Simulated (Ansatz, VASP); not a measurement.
BaTiO3: VASP beside Ansatz

```xyz
5
Lattice="3.9841 0.0000 0.0000 0.0000 2.8371 2.8458 0.0000 -2.8371 2.8458" Properties=species:S:1:pos:R:3 pbc="T T T"
Ba    0.0000    0.0000    0.0238
Ti    1.9921    0.0000    2.9157
O     0.0000    0.0000    2.8146
O     1.9921   -1.4028    4.2267
O     1.9921    1.4028    4.2267
```

Alike in both runs: functional PBE; k mesh 6 × 6 × 6; occupations gaussian, width 0.02 eV; no spin polarisation; Hubbard terms Ti d U = 4.0 eV.

Ansatz relaxed the structure, and its values are those at the end. VASP's run is a single point on that final structure, the one shown.

|  | VASP | Ansatz |
| --- | --- | --- |
| version | VASP 6.6.1 | Ansatz 0.2.0 |
| potentials or method | VASP PAW PBE potentials, release 64 (Ba_sv, Ti_sv, O), cutoff 520 eV | scalar-relativistic, plane waves, PAW |
| valence electrons in the cell | 40 | 40 |

VASP gave:

| Property | Result |
| --- | --- |
| gap on the k mesh at the Fermi level (eV) | 2.35 |
| least direct gap on the mesh (eV) | 2.63 |
| pressure (GPa) | 7.5 |
| rms of the force components (eV/Å) | 0.148 |

Q: Which values does Ansatz return?

A: gap on the k mesh at the Fermi level (eV): 2.39; least direct gap on the mesh (eV): 2.65; pressure (GPa): 3.8; rms of the force components (eV/Å): 0.000.

The programs project onto different local orbitals, so the same U acts differently, and such runs can settle in different states. Ansatz's warnings: stress scf threshold loose.

Spin-orbit coupling is off throughout.
